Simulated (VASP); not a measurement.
Input of a VASP 6.6.1 run:

The input POSCAR:

```
ZnO
1.0
    3.1903849573      0.0000000000      0.0000000000
   -1.5951924787      2.7629544209      0.0000000000
    0.0000000000      0.0000000000      5.1358318984
Zn O
2 2
Direct
    0.3333333333      0.6666666667      0.4996102207
    0.6666666667      0.3333333333     -0.0003897793
    0.6666666667      0.3333333333      0.3793997793
    0.3333333333      0.6666666667      0.8793997793
```

Contents of INCAR.step1:

```
PREC = Accurate
ENCUT = 520
ISMEAR = 0
SIGMA = 0.01
LREAL = F
LASPH = T
NELM = 100
NBANDS = 26
GGA = PE
ALGO = Normal
EDIFF = 1E-4
LWAVE = T
LCHARG = F
```

The input INCAR.step2:

```
PREC = Accurate
ENCUT = 520
EDIFF = 1E-7
ISMEAR = 0
SIGMA = 0.01
LREAL = F
LASPH = T
NELM = 100
ALGO = Normal
ISIF = 2
LWAVE = F
LCHARG = F
METAGGA = R2SCAN
LMIXTAU = T
NBANDS = 26
ISTART = 1
```

The input KPOINTS:

```
Automatic mesh
0
Gamma
  8 8 4
```

Potentials or basis: VASP PAW PBE potentials, release 64 (Zn, O).

The run is started by

```bash
$ cat potpaw_PBE.64/Zn/POTCAR potpaw_PBE.64/O/POTCAR > POTCAR
$ cp INCAR.step1 INCAR
$ mpirun -np 1 vasp_std > vasp.out
$ cp INCAR.step2 INCAR
$ mpirun -np 1 vasp_std > vasp.out
```

Q: What does it give for the band gap on the k mesh?

A: 1.30 eV.

Q: What does it give for the largest force?

A: 0.003 eV/Å.

Q: Estimate the pressure.

A: 8.3 GPa.

Forces in eV/Å, atoms in the order of the input:
```
Zn   0.000  0.000  0.003
Zn   0.000  0.000  0.003
O    0.000  0.000 -0.003
O    0.000  0.000 -0.003
```

Caveat: the cell stands under pressure; the PAW data sets were made with another functional, which shifts forces and pressure a little.
